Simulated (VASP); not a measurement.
Crystal: Tl3Sb2Mo.

```xyz
6
Lattice="4.4686 0.0000 0.0000 0.0000 4.4686 0.0000 0.0000 0.0000 9.6683" Properties=species:S:1:pos:R:3 pbc="T T T"
Tl    0.0000    0.0000    6.4079
Tl    0.0000    0.0000    3.2604
Tl    0.0000    0.0000    0.0000
Sb    2.2343    2.2343    8.3415
Sb    2.2343    2.2343    1.3269
Mo    2.2343    2.2343    4.8342
```

```yaml
Program: VASP 6.6.1
Task: relaxation of cell and atoms
Functional: PBE
Potentials_or_basis: VASP PAW PBE potentials, release 64 (Tl_d, Sb, Mo_sv)
Cutoff: 600 eV
k_mesh: 4 × 4 × 2
Occupations: gaussian, width 0.1 eV
Spin: no spin polarisation
```

At the start: pressure -4.6 GPa; volume 32.18 Å³/atom.

Task: Where does the relaxation end?

Result: Over 13 steps the energy falls by 481.3 meV/atom and the volume is 26.03 Å³/atom (-19.1 %); space group P4/mmm (No. 123, to 0.05 Å).

Step by step:
```csv
step,energy change (eV),largest force (eV/Å),pressure (GPa),volume (Å³)
1,0.0000,2.1965,-4.65,193.06
2,-1.0775,1.8490,-2.70,168.10
3,-1.5693,2.0268,4.85,142.69
4,-2.2176,0.9990,3.57,142.52
5,-2.5779,0.2889,5.32,142.05
6,-2.5859,0.4209,6.77,141.73
7,-2.6408,0.5047,-4.51,171.27
8,-2.8645,0.3600,-0.28,156.17
9,-2.8645,0.3585,-0.17,155.88
10,-2.8770,0.1424,-0.09,156.06
11,-2.8800,0.0875,-0.01,156.20
12,-2.8845,0.0570,0.04,156.19
13,-2.8877,0.0129,0.15,156.16
```

Final structure:
```
Tl Sb Mo
1.0
     3.86164    0.00000    0.00000
     0.00000    3.86164    0.00000
     0.00000    0.00000   10.47203
Tl Sb Mo
3 2 1
Direct
  0.00000 0.00000 0.63951
  0.00000 0.00000 0.36049
  0.00000 0.00000 0.00000
  0.50000 0.50000 0.77938
  0.50000 0.50000 0.22062
  0.50000 0.50000 0.50000
```

Caveat: the volume moved by over 15 % at a fixed basis, so the end points are rough.
